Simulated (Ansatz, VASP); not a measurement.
# One calculation of Te, two programs

```
Te
1.0
     5.34625    0.00000    0.00000
    -2.67313    4.62999    0.00000
     0.00000    0.00000    6.34024
Te
4
Direct
  0.00000 0.00000 0.70946
  0.00000 0.00000 0.29054
  0.33333 0.66667 0.00000
  0.66667 0.33333 0.00000
```

Alike in both runs: functional PBE; k mesh 6 × 6 × 4; occupations gaussian, width 0.1 eV; no spin polarisation.

Ansatz relaxed the structure, and its values are those at the end. VASP's run is a single point on that final structure, the one shown.

|  | VASP | Ansatz |
| --- | --- | --- |
| version | VASP 6.6.1 | Ansatz 0.2.0 |
| potentials or method | VASP PAW PBE potentials, release 64 (Te), cutoff 500 eV | scalar-relativistic, plane waves, PAW |
| valence electrons in the cell | 24 | 64 |

Ansatz gave:

```
gap on the k mesh at the Fermi level (eV) : none
pressure (GPa)                            : 0.0
rms of the force components (eV/Å)        : 0.004
```

Q: Which values does VASP return?

A: gap on the k mesh at the Fermi level (eV): none; pressure (GPa): 0.0; rms of the force components (eV/Å): 0.009.

A gap of «none» marks a metal or a gap that the smearing closes. VASP's potentials hold 24 valence electrons a cell and Ansatz's 64, so a difference there can come from the potentials and not from the codes.

Spin-orbit coupling is off throughout.
